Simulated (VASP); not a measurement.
A run of VASP 6.6.1 is set up as follows.

The input INCAR:

```
SYSTEM = ZnS
PREC = Accurate
ENCUT = 520
EDIFF = 1E-7
ISMEAR = -1
SIGMA = 0.05
LREAL = .FALSE.
LASPH = .TRUE.
NELM = 60
ALGO = Normal
ISIF = 2
LWAVE = .FALSE.
LCHARG = .TRUE.
GGA = PE
IVDW = 12
LELF = .TRUE.
LVHAR = .TRUE.
NBANDS = 16
```

KPOINTS

```
Automatic mesh
0
G
  9 9 9
  0 0 0
```

Contents of POSCAR:

```
ZnS
1.0
    0.0000000000      2.6878353652      2.6878353652
    2.6878353652      0.0000000000      2.6878353652
    2.6878353652      2.6878353652      0.0000000000
Zn S
1 1
Direct
    0.7500000000      0.7500000000      0.7500000000
    0.0000000000      0.0000000000      0.0000000000
```

Potentials or basis: VASP PAW PBE potentials, release 64 (Zn, S).

Command:

```console
$ cat potpaw_PBE.64/Zn/POTCAR potpaw_PBE.64/S/POTCAR > POTCAR
$ mpirun -np 1 vasp_std > vasp.out
```

Task: What does it give for the band gap on the k mesh?

Result: 2.18 eV, direct.

Task: Predict the dispersion energy per atom.

Result: -0.314 eV.

**The experiment to reproduce.**

“Electronic, vibrational, and thermodynamic properties of ZnS (zincblende and rocksalt structure)”, 2009, arxiv:0911.5022 quotes, for a bulk crystal of ZnS at 19 K: band gap 3.85 eV (direct).

Against the measured gap of ZnS, 3.85 eV (direct; 19 K; quoted in “Electronic, vibrational, and thermodynamic properties of ZnS (zincblende and rocksalt structure)”, 2009, arxiv:0911.5022), the calculated 2.18 eV is off by -1.67 eV. The value is that of PBE+D3(BJ), without temperature or zero-point motion. Semilocal functionals fall short of measured gaps as a rule.
